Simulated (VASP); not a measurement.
Here is a VASP 6.6.1 calculation.

The input INCAR:

```
  PREC = Accurate
  ENCUT = 520
  EDIFF = 1E-8
  ISMEAR = -1
  SIGMA = 0.05
  LREAL = False
  LASPH = True
  NELM = 80
  ALGO = Normal
  ISIF = 2
  LWAVE = False
  LCHARG = False
  GGA = PE
  LEFG = True
  NBANDS = 28
```

The input KPOINTS:

```
Automatic mesh
0
Gamma
  8 8 8
```

The input POSCAR:

```
BaTiO3
1.0
    3.9254954135      0.0000000000      0.0000000000
    0.0000000000      3.9254954135      0.0000000000
    0.0000000000      0.0000000000      3.9254954135
Ba Ti O
1 1 3
Direct
    0.5000000000      0.5000000000      0.5000000000
    0.0000000000      0.0000000000      0.0000000000
    0.5000000000      0.0000000000      0.0000000000
    0.0000000000      0.5000000000      0.0000000000
    0.0000000000      0.0000000000      0.5000000000
```

Potentials or basis: VASP PAW PBE potentials, release 64 (Ba_sv, Ti_sv, O).

Command:

```console
$ cat potpaw_PBE.64/Ba_sv/POTCAR potpaw_PBE.64/Ti_sv/POTCAR potpaw_PBE.64/O/POTCAR > POTCAR
$ mpirun -np 1 vasp_std > vasp.out
```

(1) What does it give for the band gap on the k mesh?

(2) Estimate the pressure.

Results:

(1) 1.86 eV (least direct gap 1.94 eV).

(2) 15.7 GPa.

Caveat: the cell stands under pressure; without QUAD_EFG the Cq values of the log hold for a quadrupole moment of 1 mb, not for the nuclei; spin-orbit coupling is left out, which moves the levels of the heavy elements.
